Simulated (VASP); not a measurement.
Runs of VASP 6.6.1 on AlN. The structure is that of space group Fm-3m (No. 225), or close to it. The cells are those of the table. 

```tsv
cell	gap on the mesh (eV)	pressure (GPa)
a = 2.892 Å, angles 60.0°, 2 atoms	4.23	-13.4
a = 2.747 Å, angles 60.0°, 2 atoms	4.90	33.5
a = 2.785 Å, angles 60.0°, 2 atoms	4.99	18.2
a = 2.821 Å, angles 60.0°, 2 atoms	4.94	(d)
a = 2.668 Å, angles 60.0°, 2 atoms	(a)	74.2
a = 2.857 Å, angles 60.0°, 2 atoms	4.58	-4.8
a = 2.708 Å, angles 60.0°, 2 atoms	(b)	(c)
```

Alike in all rows: task single point; level PBEsol+D3(BJ); potentials or basis VASP PAW PBE potentials, release 64 (Al, N); no spin polarisation; k mesh 8 × 8 × 8; cutoff (eV) 520; smearing gaussian 0.01 eV.

Question: Estimate the missing entries.

Answer: (a) 4.67; (b) 4.79; (c) 51.9; (d) 5.7.

Caveats: the PAW data sets were made with another functional, which shifts forces and pressure a little.

A k mesh can miss the band edges.
